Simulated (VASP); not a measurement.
Set up this calculation in VASP 6.6.1, as the native input.

| Item | Value |
| --- | --- |
| Task | single point |
| Functional | LDA |
| Potentials or basis | VASP PAW LDA potentials, release 64 (Hf_pv) |
| Cutoff | 520 eV |
| k mesh | 12 × 12 × 7 |
| Occupations | gaussian, width 0.03 eV |
| Spin | no spin polarisation |
| Dipole correction | no |
| Further INCAR settings | ALGO = Normal; EDIFF = 1e-07; NBANDS = 17 |

The structure of Hf lies in POSCAR:

```
Hf
1.0
    3.1183974891      0.0000000000      0.0000000000
   -1.5591987445      2.7006114446      0.0000000000
    0.0000000000      0.0000000000      4.9475473504
Hf
2
Direct
    0.3333333333      0.6666666667      0.2500000000
    0.6666666667      0.3333333333      0.7500000000
```

The input as run:

INCAR

```
PREC = Accurate
ENCUT = 520
EDIFF = 1E-7
ISMEAR = 0
SIGMA = 0.03
LREAL = False
LASPH = True
NELM = 80
ALGO = Normal
ISIF = 2
LWAVE = False
LCHARG = False
GGA = CA
NBANDS = 17
```

KPOINTS

```
Automatic mesh
0
Gamma
  12 12 7
```

Potentials or basis: VASP PAW LDA potentials, release 64 (Hf_pv).

Command:

```sh
$ cat potpaw_LDA.64/Hf_pv/POTCAR > POTCAR
$ mpirun -np 1 vasp_std > vasp.out
```

Results of the run:

```yaml
Pressure: 0.2 GPa
Band_gap_on_the_k_mesh: zero (bands 10 and 11 overlap by 1.41 eV)
```

Caveat: spin-orbit coupling is left out, which moves the levels of the heavy elements.

It took 19 s on 1 thread of Intel(R) Xeon(R) Platinum 8488C (Sapphire Rapids) (shared host), peak memory 0.17 GiB.
